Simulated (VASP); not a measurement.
Wanted: the native input for a VASP 6.6.1 run.

- Task: single point
- Functional: PBE
- Potentials or basis: VASP PAW PBE potentials, release 64 (Ni, O)
- Cutoff: 600 eV
- k mesh: 8 × 8 × 8
- Occupations: fermi-dirac, width 0.03 eV
- Spin: collinear spin, ferromagnetic start
- Starting moments: [0.2, 0.0] μB
- Hubbard terms: Ni d U = 6.2 eV
- Dipole correction: no
- Further INCAR settings: ALGO = Normal; EDIFF = 1e-06; NBANDS = 19

The structure of NiO lies in POSCAR:

```
NiO
1.0
    0.0000000000      2.1004800000      2.1004800000
    2.1004800000      0.0000000000      2.1004800000
    2.1004800000      2.1004800000      0.0000000000
Ni O
1 1
Direct
    0.0000000000      0.0000000000      0.0000000000
    0.5000000000      0.5000000000      0.5000000000
```

One way to write it, as run:

INCAR

```
SYSTEM = NiO
ALGO = Normal ; EDIFF = 1E-6
ENCUT = 600 ; GGA = PE
GGA_COMPAT = .FALSE. ; ISIF = 2
ISMEAR = -1 ; ISPIN = 2
LASPH = .TRUE. ; LCHARG = .TRUE.
LDAU = .TRUE. ; LDAUJ = 0 0
LDAUL = 2 -1 ; LDAUPRINT = 1
LDAUTYPE = 2 ; LDAUU = 6.2 0
LELF = .TRUE. ; LMAXMIX = 4
LORBIT = 11 ; LREAL = .FALSE.
LVHAR = .TRUE. ; LWAVE = .FALSE.
MAGMOM = 0.2 0 ; NBANDS = 19
NELM = 200 ; PREC = Accurate
SIGMA = 0.03
```

KPOINTS

```
k-points
0
G
  8 8 8
  0 0 0
```

Potentials or basis: VASP PAW PBE potentials, release 64 (Ni, O).

Command:

```console
$ cat potpaw_PBE.64/Ni/POTCAR potpaw_PBE.64/O/POTCAR > POTCAR
$ mpirun -np 1 vasp_std > vasp.out
```

It gave:

* Pressure: -0.7 GPa
* Band gap on the k mesh: 2.55 eV, indirect (least direct gap 3.37 eV)
* Net moment: 2.00 μB per cell
* Site moments: Ni +1.82; O +0.17 μB
* Valence electrons inside the program's atomic spheres: Ni 8.96; O 5.02

Caveat: a cell with one magnetic atom can't hold antiferromagnetic order, which such compounds often take.

Wall time 17 s on 1 thread of Intel(R) Xeon(R) 6975P-C (Granite Rapids), on a shared host, peak memory 0.15 GiB.
